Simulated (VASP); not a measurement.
# ZnO (ZnO (P6_3mc)): vibrations by perturbation theory with PBE

Crystal: ZnO (ZnO (P6_3mc)).

```
Zn O
1.0
     3.27942    0.00000    0.00000
    -1.63971    2.84006    0.00000
     0.00000    0.00000    5.29317
Zn O
2 2
Direct
  0.66667 0.33333 0.50060
  0.33333 0.66667 0.00060
  0.66667 0.33333 0.87971
  0.33333 0.66667 0.37971
```

- Program: VASP 6.6.1
- Task: vibrations by perturbation theory
- Functional: PBE
- Potentials or basis: VASP PAW PBE potentials, release 64 (Zn, O)
- Cutoff: 520 eV
- k mesh: 8 × 8 × 5
- Occupations: gaussian, width 0.01 eV
- Spin: no spin polarisation
- Dipole correction: no
- Further INCAR settings: ALGO = Normal; EDIFF = 1e-08; IBRION = 8; NSW = 1

The electronic dielectric tensor (diagonal) is 6.69, 6.69, 6.35, the born charges (mean of the diagonal) is Zn +2.18; O -2.18 e and the highest phonon frequency at Γ, LO-TO splitting left out is 514 cm⁻¹.

Phonon frequencies in cm⁻¹ (negative: imaginary):
```
              q point                              frequencies
(0.000, 0.000, 0.000)  0 0 0 91 91 247 353 375 375 406 406 514
```

Electronic dielectric tensor:
```
6.69 0.00 0.00
0.00 6.69 0.00
0.00 0.00 6.35
```

Born effective charge tensors (e):
atom 1, Zn
```
2.17 0.00 0.00
0.00 2.17 0.00
0.00 0.00 2.21
```
atom 2, Zn
```
2.17 0.00 0.00
0.00 2.17 0.00
0.00 0.00 2.21
```
atom 3, O
```
-2.17  0.00  0.00
 0.00 -2.17  0.00
 0.00  0.00 -2.21
```
atom 4, O
```
-2.17  0.00  0.00
 0.00 -2.17  0.00
 0.00  0.00 -2.21
```

It took 9.1 min on 1 thread of AMD EPYC 9R45 96-Core Processor (Zen 5), with other jobs on the host, peak memory 0.45 GiB.
